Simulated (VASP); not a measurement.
# W (Im-3m) in VASP: a series of runs

The runs below take W through single point, with PBE.

Program: VASP 6.6.1. These are calculated values, not measurements. Logs are shortened: lines on timing, memory, paths and dates and some standing lists are left out, and cuts for length are marked.

### Step 1. The cell of the first run

It takes space group Im-3m (No. 229, cubic). The conventional cell has a = 3.143 Å, b = 3.143 Å, c = 3.143 Å, α = 90.00°, β = 90.00°, γ = 90.00°. W (site symmetry m-3m) has 14 W at 2.72 to 3.14 Å within 3.6 Å.

### Step 2. Single point, PBE (volume scaled by 0.98)

The input, INCAR:

```
SYSTEM = W
ALGO = Normal
EDIFF = 1E-6
ENCUT = 520
GGA = PE
ISIF = 2
ISMEAR = -1
LASPH = .True.
LCHARG = .False.
LREAL = .False.
LWAVE = .False.
NBANDS = 13
NELM = 60
PREC = Accurate
SIGMA = 0.05
```

The input, KPOINTS:

```
k-points
0
Gamma
  12 12 12
  0 0 0
```

The input, POSCAR:

```
W
1.0
   -1.5717249149      1.5717249149      1.5717249149
    1.5717249149     -1.5717249149      1.5717249149
    1.5717249149      1.5717249149     -1.5717249149
W
1
Direct
    0.0000000000      0.0000000000      0.0000000000
```

Potentials or basis: VASP PAW PBE potentials, release 64 (W_sv).

The run is started by

```sh
$ cat potpaw_PBE.64/W_sv/POTCAR > POTCAR
$ mpirun -np 1 vasp_std > vasp.out
```

OUTCAR:

```text
SYSTEM = W
   EDIFF = 1E-6
   ENCUT = 520
   GGA = PE
   ISIF = 2
   ISMEAR = -1
   LASPH = .True.
   LREAL = .False.
   NELM = 60
   PREC = Accurate

 ion  position               nearest neighbor table
   1  0.000  0.000  0.000-

  LATTYP: Found a body centered cubic cell.
 ALAT       =     3.1434498298

  Lattice vectors:

 A1 = (  -1.5717249149,   1.5717249149,   1.5717249149)
 A2 = (   1.5717249149,  -1.5717249149,   1.5717249149)
 A3 = (   1.5717249149,   1.5717249149,  -1.5717249149)

Analysis of symmetry for initial positions (statically):
=====================================================================
 Subroutine PRICEL returns:
 Original cell was already a primitive cell.

 Routine SETGRP: Setting up the symmetry group for a
 body centered cubic supercell.

 Subroutine GETGRP returns: Found 48 space group operations
 (whereof 48 operations were pure point group operations)
 out of a pool of 48 trial point group operations.

The static configuration has the point symmetry O_h .

Analysis of symmetry for dynamics (positions and initial velocities):
=====================================================================
 Subroutine PRICEL returns:
 Original cell was already a primitive cell.

 Routine SETGRP: Setting up the symmetry group for a
 body centered cubic supercell.

 Subroutine GETGRP returns: Found 48 space group operations
 (whereof 48 operations were pure point group operations)
 out of a pool of 48 trial point group operations.

The dynamic configuration has the point symmetry O_h .

 Subroutine INISYM returns: Found 48 space group operations
 (whereof 48 operations are pure point group operations),
 and found     1 'primitive' translations

----------------------------------------------------------------------------------------

                                     Primitive cell

  volume of cell :      15.5306

  direct lattice vectors                    reciprocal lattice vectors
    -1.571724915  1.571724915  1.571724915     0.000000000  0.318121826  0.318121826
     1.571724915 -1.571724915  1.571724915     0.318121826  0.000000000  0.318121826
     1.571724915  1.571724915 -1.571724915     0.318121826  0.318121826  0.000000000

  length of vectors
     2.722307408  2.722307408  2.722307408     0.449892201  0.449892201  0.449892201

  position of ions in fractional coordinates (direct lattice)
     0.000000000  0.000000000  0.000000000

  ion indices of the primitive-cell ions
   primitive index   ion index
                 1           1

----------------------------------------------------------------------------------------

 KPOINTS: k-points

Automatic generation of k-mesh.
 Grid dimensions read from file:
 generate k-points for:   12   12   12

 Generating k-lattice:

  Cartesian coordinates                     Fractional coordinates (reciprocal lattice)
     0.000000000  0.026510152  0.026510152     0.083333333  0.000000000  0.000000000
     0.026510152  0.000000000  0.026510152     0.000000000  0.083333333  0.000000000
     0.026510152  0.026510152  0.000000000     0.000000000  0.000000000  0.083333333

  Length of vectors
     0.037491017  0.037491017  0.037491017

  Shift w.r.t. Gamma in fractional coordinates (k-lattice)
     0.000000000  0.000000000  0.000000000

 Subroutine IBZKPT returns following result:
 ===========================================

 Found     72 irreducible k-points:

 Following reciprocal coordinates:
            Coordinates               Weight
  0.000000  0.000000  0.000000      1.000000
  0.083333  0.000000  0.000000     12.000000
  0.166667  0.000000  0.000000     12.000000
  0.250000  0.000000  0.000000     12.000000
  0.333333  0.000000  0.000000     12.000000
  0.416667  0.000000  0.000000     12.000000
[... 16 lines left out ...]
  0.333333  0.083333  0.083333     24.000000
  0.416667  0.083333  0.083333     12.000000
 [... further k-points ...]
   k-points           NKPTS =     72   k-points in BZ     NKDIM =     72   number of bands    NBANDS=     13
   number of dos      NEDOS =    301   number of ions     NIONS =      1
   total plane-waves  NPLWV =   8000
   dimension x,y,z NGX =    20 NGY =   20 NGZ =   20
   dimension x,y,z NGXF=    40 NGYF=   40 NGZF=   40
   ions per type =               1
   NGX,Y,Z   is equivalent  to a cutoff of  12.21, 12.21, 12.21 a.u.
   NGXF,Y,Z  is equivalent  to a cutoff of  24.43, 24.43, 24.43 a.u.
 SYSTEM =  W
   PREC   = accura    normal or accurate (medium, high low for compatibility)
   ISTART =      0    job   : 0-new  1-cont  2-samecut
   ICHARG =      2    charge: 1-file 2-atom 10-const
   ISPIN  =      1    spin polarized calculation?
   LNONCOLLINEAR =      F non collinear calculations
   LSORBIT =      F    spin-orbit coupling
   LASPH  =      T    aspherical Exc in radial PAW
   ENCUT  =  520.0 eV  38.22 Ry    6.18 a.u.   5.06  5.06  5.06*2*pi/ulx,y,z
   NELM   =     60;   NELMIN=  2; NELMDL= -5     # of ELM steps
   EDIFF  = 0.1E-05   stopping-criterion for ELM
   LREAL  =      F    real-space projection
   EDIFFG = 0.1E-04   stopping-criterion for IOM
   NSW    =      0    number of steps for IOM
   IBRION =     -1    ionic relax: 0-MD 1-quasi-New 2-CG
   NFREE  =      0    steps in history (QN), initial steepest desc. (CG)
   ISIF   =      2    stress and relaxation
   ISYM   =      2    0-nonsym 1-usesym 2-fastsym
   POTIM  = 0.5000    time-step for ionic-motion
   TEBEG  =    0.0;   TEEND  =   0.0 temperature during run
   PSTRESS=    0.0 pullay stress
   NELECT =      14.0000    total number of electrons
   NUPDOWN=      -1.0000    fix difference up-down
   EMIN   =  10.00;   EMAX   =-10.00  energy-range for DOS
   EFERMI =   0.00;   METHOD = LEGACY
   ISMEAR =    -1;   SIGMA  =   0.05  broadening in eV -4-tet -1-fermi 0-gaus
   EFERMI_NEDOS =   21; number of points for ismear=-14 and -15
   IALGO  =     38    algorithm
   IMIX   =      4    mixing-type and parameters
     AMIX     =   0.40;   BMIX     =  1.00
     AMIX_MAG =   1.60;   BMIX_MAG =  1.00
  volume/ion in A,a.u.               =      15.53       104.81
  Fermi-wavevector in a.u.,A,eV,Ry     =   1.581446  2.988499 34.027773  2.500971
  Thomas-Fermi vector in A             =   2.681520
   LORBIT       =      0    0 simple, 1 ext, 2 COOP (PROOUT), +10 PAW based schemes
   GGA     = PE    functional components
[... 5 lines left out ...]
 non-spin polarized calculation
  energy-cutoff  :      520.00
  volume of cell :       15.53
 maximum number of plane-waves:       430
   NGX = 11   NGY = 11   NGZ = 11

 number of electron      14.0000005 magnetization

 Free energy of the ion-electron system (eV)
  ---------------------------------------------------
  ext. energy  EPLUGINS =         0.00000000
  ---------------------------------------------------
  free energy    TOTEN  =       -12.93113666 eV

  energy without entropy =      -12.92606037  energy(sigma->0) =      -12.92859851

 E-fermi :  11.6718     XC(G=0): -13.7570

 val. band max:       11.6673244104   @ k =  -0.1667   0.1667   0.0833
 cond. band min:      11.7115675036   @ k =  -0.1667   0.1667   0.1667
 fundamental gap:      0.0442430932
 Fermi energy:        11.6717796468

 k-point     1 :       0.0000    0.0000    0.0000
  band No.  band energies     occupation
      1     -62.4137      2.00000
      2     -25.9440      2.00000
      3     -25.9440      2.00000
      4     -25.9440      2.00000
      5       1.9923      2.00000
      6      10.4798      2.00000
      7      10.4798      2.00000
      8      10.4798      2.00000
      9      14.0534      0.00000
     10      14.0534      0.00000
     11      26.3051      0.00000
     12      26.3051      0.00000
     13      26.3051      0.00000

 k-point     2 :       0.0833    0.0000    0.0000
  band No.  band energies     occupation
      1     -62.4039      2.00000
      2     -26.0440      2.00000
      3     -25.9750      2.00000
      4     -25.9445      2.00000
      5       2.3343      2.00000
      6      10.2721      2.00000
      7      10.4252      2.00000
      8      10.8127      2.00000
      9      13.7388      0.00000
     10      14.0560      0.00000
     11      26.5924      0.00000
     12      26.8867      0.00000
     13      27.1360      0.00000

 k-point     3 :       0.1667    0.0000    0.0000
  band No.  band energies     occupation
      1     -62.3772      2.00000
      2     -26.3109      2.00000
      3     -26.0589      2.00000
      4     -25.9460      2.00000
      5       3.2659      2.00000
      6       9.7512      2.00000
      7      10.1616      2.00000
      8      11.7865      0.18327
      9      13.3307      0.00000
     10      14.0989      0.00000
     11      27.0889      0.00000
     12      28.5206      0.00000
     13      28.7700      0.00000
[... 305 lines left out ...]
 k-point    23 :       0.3333    0.0833    0.0833
  band No.  band energies     occupation
      1     -62.2729      2.00000
      2     -27.1725      2.00000
      3     -26.4102      2.00000
      4     -26.0427      2.00000
      5       6.0587      2.00000
      6       8.1381      2.00000
      7      10.6843      2.00000
      8      14.1905      0.00000
      9      14.8874      0.00000
     10      18.5354      0.00000
     11      23.1150      0.00000
     12      24.5217      0.00000
     13      28.6256      0.00000

 k-point    24 :       0.4167    0.0833    0.0833
  band No.  band energies     occupation
      1     -62.2641      2.00000
      2     -27.2311      2.00000
      3     -26.4545      2.00000
      4     -26.0454      2.00000
      5       6.0149      2.00000
      6       8.0375      2.00000
      7      11.5130      1.91977
      8      14.2147      0.00000
      9      15.0078      0.00000
     10      19.3768      0.00000
     11      21.9644      0.00000
     12      24.0380      0.00000
     13      28.1050      0.00000

 [... further k-points ...]
[... 5 lines left out ...]
  --------------------------------------------------------------------------------------
  -------------------------------------------------------------------------------------
  Total        1.2884778      1.2884778      1.2884778      0.0000000      0.0000000      0.0000000
  in kB      132.9223189    132.9223189    132.9223189      0.0000000      0.0000000      0.0000000
  external PRESSURE =     132.9223189 kB  Pullay stress =       0.0000000 kB

 VOLUME and BASIS-vectors are now :
 -----------------------------------------------------------------------------
  energy-cutoff  :      520.00
  volume of cell :       15.53
      direct lattice vectors                 reciprocal lattice vectors
    -1.571724915  1.571724915  1.571724915     0.000000000  0.318121826  0.318121826
     1.571724915 -1.571724915  1.571724915     0.318121826  0.000000000  0.318121826
     1.571724915  1.571724915 -1.571724915     0.318121826  0.318121826  0.000000000

 POSITION                                       TOTAL-FORCE (eV/Angst)
 -----------------------------------------------------------------------------------
      0.00000      0.00000      0.00000         0.000000      0.000000      0.000000
 -----------------------------------------------------------------------------------
    total drift:                                0.000000     -0.000000      0.000000

  FREE ENERGIE OF THE ION-ELECTRON SYSTEM (eV)
  ---------------------------------------------------
  free  energy   TOTEN  =       -12.9311366553 eV

  energy  without entropy=      -12.9260603663  energy(sigma->0) =      -12.92859851
```

Wall time 5.2 s (1 thread of AMD EPYC 9R45 (Zen 5), shared host); peak memory 0.1 GiB.

What came out:

- Free energy: -12.9311 eV
- Pressure: 13.3 GPa
- Band gap on the k mesh: zero (band 7 reaches 17.06 eV, above the bottom of band 8 at 10.48 eV)

Levels at points of the mesh, in eV from the Fermi level:
```csv
k point,band 5,band 6,band 7,band 8,band 9,band 10
"(0.00, 0.00, 0.00)",-9.68,-1.19,-1.19,-1.19,2.38,2.38
"(0.50, 0.00, 0.00)",-6.34,-3.60,0.82,2.29,3.29,6.41
"(0.50, 0.50, 0.50)",-5.93,-5.93,5.39,5.39,5.39,8.49
```

Caveat: spin-orbit coupling is left out, which moves the levels of the heavy elements.

### Step 3. Single point, PBE (volume scaled by 1.02)

The input, INCAR:

```
PREC = Accurate
ENCUT = 520
EDIFF = 1E-6
ISMEAR = -1
SIGMA = 0.05
LREAL = F
LASPH = T
NELM = 60
ALGO = Normal
ISIF = 2
LWAVE = F
LCHARG = F
GGA = PE
NBANDS = 13
```

The input, KPOINTS:

```
Automatic mesh
0
Gamma
  12 12 12
```

The input, POSCAR:

```
W
1.0
   -1.5928244114      1.5928244114      1.5928244114
    1.5928244114     -1.5928244114      1.5928244114
    1.5928244114      1.5928244114     -1.5928244114
W
1
Direct
    0.0000000000      0.0000000000      0.0000000000
```

Potentials or basis: VASP PAW PBE potentials, release 64 (W_sv).

The run is started by

```sh
$ cat potpaw_PBE.64/W_sv/POTCAR > POTCAR
$ mpirun -np 1 vasp_std > vasp.out
```

OUTCAR:

```text
PREC = Accurate
   ENCUT = 520
   EDIFF = 1E-6
   ISMEAR = -1
   LREAL = F
   LASPH = T
   NELM = 60
   ISIF = 2
   GGA = PE

 ion  position               nearest neighbor table
   1  0.000  0.000  0.000-

  LATTYP: Found a body centered cubic cell.
 ALAT       =     3.1856488228

  Lattice vectors:

 A1 = (  -1.5928244114,   1.5928244114,   1.5928244114)
 A2 = (   1.5928244114,  -1.5928244114,   1.5928244114)
 A3 = (   1.5928244114,   1.5928244114,  -1.5928244114)

[... 552 lines left out ...]
      4     -26.7315      2.00000
      5       5.6595      2.00000
      6       7.6405      2.00000
      7      10.8458      1.97260
      8      13.4983      0.00000
      9      14.2500      0.00000
     10      18.3916      0.00000
     11      20.8220      0.00000
     12      23.2907      0.00000
     13      26.8951      0.00000

 [... further k-points ...]
[... 5 lines left out ...]
  --------------------------------------------------------------------------------------
  -------------------------------------------------------------------------------------
  Total        0.0178153      0.0178153      0.0178153      0.0000000      0.0000000      0.0000000
  in kB        1.7657929      1.7657929      1.7657929      0.0000000      0.0000000      0.0000000
  external PRESSURE =       1.7657929 kB  Pullay stress =       0.0000000 kB

 VOLUME and BASIS-vectors are now :
 -----------------------------------------------------------------------------
  energy-cutoff  :      520.00
  volume of cell :       16.16
      direct lattice vectors                 reciprocal lattice vectors
    -1.592824411  1.592824411  1.592824411     0.000000000  0.313907796  0.313907796
     1.592824411 -1.592824411  1.592824411     0.313907796  0.000000000  0.313907796
     1.592824411  1.592824411 -1.592824411     0.313907796  0.313907796  0.000000000

 POSITION                                       TOTAL-FORCE (eV/Angst)
 -----------------------------------------------------------------------------------
      0.00000      0.00000      0.00000         0.000000      0.000000     -0.000000
 -----------------------------------------------------------------------------------
    total drift:                               -0.000000      0.000000      0.000000

  FREE ENERGIE OF THE ION-ELECTRON SYSTEM (eV)
  ---------------------------------------------------
  free  energy   TOTEN  =       -12.9573556571 eV

  energy  without entropy=      -12.9529317827  energy(sigma->0) =      -12.95514372
```

OSZICAR:

```text
N       E                     dE             d eps       ncg     rms          rms(c)
DAV:   1     0.848447540871E+02    0.84845E+02   -0.74900E+03  1872   0.121E+03
DAV:   2    -0.119332386386E+02   -0.96778E+02   -0.93085E+02  2122   0.316E+02
DAV:   3    -0.135884683947E+02   -0.16552E+01   -0.16502E+01  2017   0.402E+01
DAV:   4    -0.135949608011E+02   -0.64924E-02   -0.64923E-02  2022   0.280E+00
DAV:   5    -0.135950160779E+02   -0.55277E-04   -0.55278E-04  2122   0.242E-01    0.202E+01
DAV:   6    -0.130926913420E+02    0.50232E+00   -0.42659E-01  1942   0.871E+00    0.795E+00
DAV:   7    -0.129614767968E+02    0.13121E+00   -0.22185E-01  2067   0.597E+00    0.702E-01
DAV:   8    -0.129573641074E+02    0.41127E-02   -0.43376E-03  1892   0.844E-01    0.775E-02
DAV:   9    -0.129573616464E+02    0.24609E-05   -0.92196E-05  2137   0.118E-01    0.440E-02
DAV:  10    -0.129573547957E+02    0.68508E-05   -0.11269E-05  1972   0.464E-02    0.995E-03
DAV:  11    -0.129573556571E+02   -0.86148E-06   -0.23752E-07  1256   0.576E-03
   1 F= -.12957356E+02 E0= -.12955144E+02  d E =-.442387E-02
```

stdout:

```text
POSCAR found type information on POSCAR W
 POSCAR found :  1 types and       1 ions
 scaLAPACK will be used
 LDA part: xc-table for (Slater+PW92), standard interpolation
 POSCAR, INCAR and KPOINTS ok, starting setup
 FFT: planning ... GRIDC
 FFT: planning ... GRID_SOFT
 FFT: planning ... GRID
 WAVECAR not read
 entering main loop
```

Run time: 7.4 s. Hardware: 1 thread of AMD EPYC 9R45 (Zen 5), shared host; peak memory 0.12 GiB.

What came out:

```yaml
Free_energy: -12.9574 eV
Pressure: 0.2 GPa
Band_gap_on_the_k_mesh: zero (band 7 reaches 16.18 eV, above the bottom of band 8 at 9.96 eV)
```

Levels at points of the mesh, in eV from the Fermi level:
| k point | band 5 | band 6 | band 7 | band 8 | band 9 | band 10 |
| --- | --- | --- | --- | --- | --- | --- |
| (0.00, 0.00, 0.00) | -9.43 | -1.10 | -1.10 | -1.10 | 2.31 | 2.31 |
| (0.50, 0.00, 0.00) | -6.05 | -3.37 | 0.71 | 2.20 | 3.15 | 6.07 |
| (0.50, 0.50, 0.50) | -5.58 | -5.58 | 5.12 | 5.12 | 5.12 | 8.19 |

Caveat: spin-orbit coupling is left out, which moves the levels of the heavy elements.

### Step 4. Single point, PBE (volume scaled by 1.04)

The input, INCAR:

```
SYSTEM = W
PREC = Accurate ; ENCUT = 520
EDIFF = 1E-6 ; ISMEAR = -1
SIGMA = 0.05 ; LREAL = .FALSE.
LASPH = .TRUE. ; NELM = 60
ALGO = Normal ; ISIF = 2
LWAVE = .FALSE. ; LCHARG = .TRUE.
GGA = PE ; LELF = .TRUE.
LVHAR = .TRUE. ; NBANDS = 13
```

The input, KPOINTS:

```
Automatic mesh
0
G
  12 12 12
  0 0 0
```

The input, POSCAR:

```
W
1.0
   -1.6031677168      1.6031677168      1.6031677168
    1.6031677168     -1.6031677168      1.6031677168
    1.6031677168      1.6031677168     -1.6031677168
W
1
Direct
    0.0000000000      0.0000000000      0.0000000000
```

The run is started by

```sh
$ cat potpaw_PBE.64/W_sv/POTCAR > POTCAR
$ mpirun -np 1 vasp_std > vasp.out
```

Run time: 8 s. Hardware: 1 thread of AMD EPYC 9R45 (Zen 5), shared host; peak memory 0.12 GiB.

Results (log left out):

- Free energy: -12.9522 eV
- Pressure: -5.5 GPa
- Band gap on the k mesh: zero (band 7 reaches 15.77 eV, above the bottom of band 8 at 9.72 eV)

Levels at points of the mesh, in eV from the Fermi level:
```
           k point  band 5  band 6  band 7  band 8  band 9  band 10
(0.00, 0.00, 0.00)   -9.31   -1.06   -1.06   -1.06    2.28     2.28
(0.50, 0.00, 0.00)   -5.92   -3.28    0.66    2.15    3.08     5.91
(0.50, 0.50, 0.50)   -5.42   -5.42    4.99    4.99    4.99     8.05
```

Caveat: spin-orbit coupling is left out, which moves the levels of the heavy elements.

### Step 5. Overview

```csv
cell,gap on the mesh (eV),pressure (GPa)
"a = 2.722 Å, angles 109.5°, 1 atom",none,13.3
"a = 2.759 Å, angles 109.5°, 1 atom",none,0.2
"a = 2.777 Å, angles 109.5°, 1 atom",none,-5.5
```

Alike in all rows: task single point; level PBE; potentials or basis VASP PAW PBE potentials, release 64 (W_sv); no spin polarisation; k mesh 12 × 12 × 12; cutoff (eV) 520; smearing fermi-dirac 0.05 eV.

Caveats: spin-orbit coupling is left out, which moves the levels of the heavy elements.

Total energies depend on the potentials used, so only differences within one code and one set of settings carry meaning.
